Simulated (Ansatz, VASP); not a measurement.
**ZnS in VASP and in Ansatz**

File INCAR:

```
ALGO     = Normal         # electronic algorithm
EDIFF    = 1E-7           # SCF threshold, eV
ENCUT    = 520            # plane-wave cutoff, eV
GGA      = PS             # functional
ISIF     = 2              # what is computed and relaxed
ISMEAR   = 0              # smearing method
LASPH    = T              # aspherical terms in the spheres
LCHARG   = T              # write CHGCAR
LELF     = T              # ELF
LREAL    = F              # projectors in reciprocal space
LVHAR    = T            
LWAVE    = F              # write WAVECAR
NBANDS   = 26             # bands
NELM     = 100            # most SCF steps
PREC     = Accurate       # precision mode
SIGMA    = 0.01           # smearing width, eV
```

File KPOINTS:

```
k-points
0
Gamma
  12 12 6
```

POSCAR

```
ZnS
1.0
    3.7822342358      0.0000000000      0.0000000000
   -1.8911171179      3.2755109313      0.0000000000
    0.0000000000      0.0000000000      6.2081486949
Zn S
2 2
Direct
    0.3333333333      0.6666666667      0.0004286403
    0.6666666667      0.3333333333      0.5004286403
    0.3333333333      0.6666666667      0.3745713597
    0.6666666667      0.3333333333      0.8745713597
```

Input for Ansatz:

```yaml
crystal:
  lattice:
    - [3.7822342358, 0.0, 0.0]
    - [-1.8911171179, 3.2755109313, 0.0]
    - [0.0, 0.0, 6.2081486949]
  atoms:
    - { symbol: Zn, position: [0.3333333333, 0.6666666667, 0.0004286403] }
    - { symbol: Zn, position: [0.6666666667, 0.3333333333, 0.5004286403] }
    - { symbol: S, position: [0.3333333333, 0.6666666667, 0.3745713597] }
    - { symbol: S, position: [0.6666666667, 0.3333333333, 0.8745713597] }
basis:
  ecutwfc: 420
  xc_grid: 2
kpoints:
  mp_grid: { grid: [12, 12, 6] }
hamiltonian:
  xc: pbesol
  pseudopotentials: { kind: paw, azcp: { folder: soft_1 } }
scf:
  occupations: { method: fixed }
output:
  forces: true
  stress: true
  eigenvalues: true
  polarization: {}
```

Change from the starting cell: polar distortion scaled by 1.00.

Alike in both runs: task single point; functional PBEsol; k mesh 12 × 12 × 6; no spin polarisation.

|  | VASP | Ansatz |
| --- | --- | --- |
| version | VASP 6.6.1 | Ansatz 0.2.0 |
| potentials or method | VASP PAW PBE potentials, release 64 (Zn, S), cutoff 520 eV | scalar-relativistic, plane waves, PAW |
| occupations | gaussian, width 0.01 eV | fixed |
| valence electrons in the cell | 36 | 36 |

VASP gave:

```
gap on the k mesh at the Fermi level (eV) : 2.16
least direct gap on the mesh (eV)         : 2.16
pressure (GPa)                            : 0.2
```

**Question.** Estimate Ansatz's values.

**Answer.** gap on the k mesh at the Fermi level (eV): 2.15; least direct gap on the mesh (eV): 2.15; pressure (GPa): 0.0.

VASP's potentials were made for PBE, not for PBEsol, and Ansatz warns of the same on its side.
